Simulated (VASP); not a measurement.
Write the native input for VASP 6.6.1 that does the following.

```
Task                            : G0W0 quasiparticle levels
Functional                      : PBE
Potentials or basis             : VASP PAW PBE potentials, release 64 (Na_sv_GW, F_GW)
Cutoff                          : 500 eV
k mesh                          : 6 × 6 × 6
Occupations                     : gaussian, width 0.01 eV
Spin                            : no spin polarisation
Dipole correction               : no
GW scheme                       : G0W0
GW iterations                   : 1
Cutoff of the response function : 180
Frequency points                : 96
Empty bands                     : 132
Further INCAR settings          : ALGO = EVGW0; EDIFF = 1e-08; NBANDS = 140
```

NaF:

```
Na F
1.0
     0.00000    2.29717    2.29717
     2.29717    0.00000    2.29717
     2.29717    2.29717    0.00000
Na F
1 1
Direct
  0.00000 0.00000 0.00000
  0.50000 0.50000 0.50000
```

One way to write it, as run:

POSCAR

```
NaF
1.0
    0.0000000000      2.2971680762      2.2971680762
    2.2971680762      0.0000000000      2.2971680762
    2.2971680762      2.2971680762      0.0000000000
Na F
1 1
Direct
    0.0000000000      0.0000000000      0.0000000000
    0.5000000000      0.5000000000      0.5000000000
```

INCAR.step1

```
PREC = Accurate
ENCUT = 500
EDIFF = 1E-8
ISMEAR = 0
SIGMA = 0.01
LREAL = False
LASPH = True
NELM = 60
ALGO = Normal
LWAVE = True
LCHARG = False
GGA = PE
```

INCAR.step2

```
PREC = Accurate
ENCUT = 500
EDIFF = 1E-8
ISMEAR = 0
SIGMA = 0.01
LREAL = False
LASPH = True
NELM = 1
ALGO = Exact
LWAVE = True
LCHARG = False
GGA = PE
NBANDS = 140
LOPTICS = True
ISTART = 1
```

INCAR.step3

```
PREC = Accurate
ENCUT = 500
EDIFF = 1E-8
ISMEAR = 0
SIGMA = 0.01
LREAL = False
LASPH = True
ALGO = EVGW0
LWAVE = False
LCHARG = False
GGA = PE
NELMGW = 1
NBANDS = 140
ENCUTGW = 180.0
NOMEGA = 96
PRECFOCK = Fast
ISTART = 1
NBANDSGW = 16
OMEGAMAX = 20
```

KPOINTS

```
Automatic mesh
0
Gamma
  6 6 6
```

Potentials or basis: VASP PAW PBE potentials, release 64 (Na_sv_GW, F_GW).

Run with:

```console
$ cat potpaw_PBE.64/Na_sv_GW/POTCAR potpaw_PBE.64/F_GW/POTCAR > POTCAR
$ cp INCAR.step1 INCAR
$ mpirun -np 1 vasp_std > vasp.out
$ cp INCAR.step2 INCAR
$ mpirun -np 1 vasp_std > vasp.out
$ cp INCAR.step3 INCAR
$ mpirun -np 1 vasp_std > vasp.out
```

Results of the run:

```yaml
Quasiparticle_gap: 10.73 eV
Least_direct_quasiparticle_gap: 10.73 eV
Band_gap_of_the_starting_levels_on_the_mesh: 6.47 eV
Least_direct_gap_of_the_starting_levels_on_the_mesh: 6.47 eV
```

Caveat: the k points lie up to 0.39 Å⁻¹ apart; bands, screening cutoff and mesh are small and nothing is extrapolated, so the quasiparticle values aren't converged.

Run time: 4.3 min on 1 thread of Intel(R) Xeon(R) 6975P-C (Granite Rapids), with other jobs on the host, peak memory 0.62 GiB.
